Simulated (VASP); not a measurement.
Ta: single point with PBE

Ta:

```
CELL_PARAMETERS angstrom
2.79075 0.00000 0.00000
-1.39538 2.41686 0.00000
0.00000 0.00000 2.63859
ATOMIC_POSITIONS crystal
Ta 0.00000 0.00000 0.00000
```

This cell differs from its parent crystal: volume scaled by 0.9.

```yaml
Program: VASP 6.6.1
Task: single point
Functional: PBE
Potentials_or_basis: VASP PAW PBE potentials, release 64 (Ta_pv)
Cutoff: 520 eV
k_mesh: 17 × 17 × 16
Occupations: fermi-dirac, width 0.05 eV
Spin: no spin polarisation
```

- Pressure: 21.2 GPa

Stress tensor (GPa, compression positive):
```
21.15  0.00  0.00
 0.00 21.15  0.00
 0.00  0.00 21.23
```

Levels at points of the mesh, in eV from the Fermi level:
| k point | band 1 | band 2 | band 3 | band 4 | band 5 | band 6 | band 7 | band 8 | band 9 | band 10 |
| --- | --- | --- | --- | --- | --- | --- | --- | --- | --- | --- |
| (0.00, 0.00, 0.00) | -33.40 | -33.40 | -33.36 | -8.29 | -3.37 | 0.41 | 0.41 | 6.82 | 6.82 | 12.85 |
| (0.00, 0.00, 0.50) | -35.01 | -33.25 | -33.25 | -4.63 | -0.36 | 1.40 | 1.40 | 2.72 | 2.72 | 11.49 |

It took 60 s on 1 thread of AMD EPYC 7R43 64-Core Processor (Zen 3) (shared host), peak memory 0.14 GiB.

Caveat: spin-orbit coupling is left out, which moves the levels of the heavy elements.
